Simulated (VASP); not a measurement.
A run of VASP 6.6.1:

File INCAR:

```
SYSTEM = W
ALGO     = Normal         ! electronic algorithm
EDIFF    = 1E-7           ! SCF threshold, eV
ENCUT    = 520            ! plane-wave cutoff, eV
GGA      = PE             ! functional
ISIF     = 2              ! what is computed and relaxed
ISMEAR   = 1              ! smearing method
LASPH    = .True.         ! aspherical terms in the spheres
LCHARG   = .True.         ! write CHGCAR
LELF     = .True.         ! ELF
LREAL    = .False.        ! projectors in reciprocal space
LVHAR    = .True.       
LWAVE    = .False.        ! write WAVECAR
NBANDS   = 13             ! bands
NELM     = 80             ! most SCF steps
PREC     = Accurate       ! precision mode
SIGMA    = 0.03           ! smearing width, eV
```

KPOINTS

```
k-points
0
Gamma
  14 14 14
  0 0 0
```

The input POSCAR:

```
W
1.0
   -1.5921723362      1.5921723362      1.5921723362
    1.5921723362     -1.5921723362      1.5921723362
    1.5921723362      1.5921723362     -1.5921723362
W
1
Direct
    0.0000000000      0.0000000000      0.0000000000
```

Potentials or basis: VASP PAW PBE potentials, release 64 (W_sv).

Run with:

```bash
$ cat potpaw_PBE.64/W_sv/POTCAR > POTCAR
$ mpirun -np 1 vasp_std > vasp.out
```

Hardware: 1 thread of AMD EPYC 7R13, on a shared host.

Question: How long does it take, and how much memory?

Answer: Wall time 54 s on 1 thread of AMD EPYC 7R13, with other jobs on the host, peak memory 0.12 GiB. Counts: scf iterations 13, k points 104.
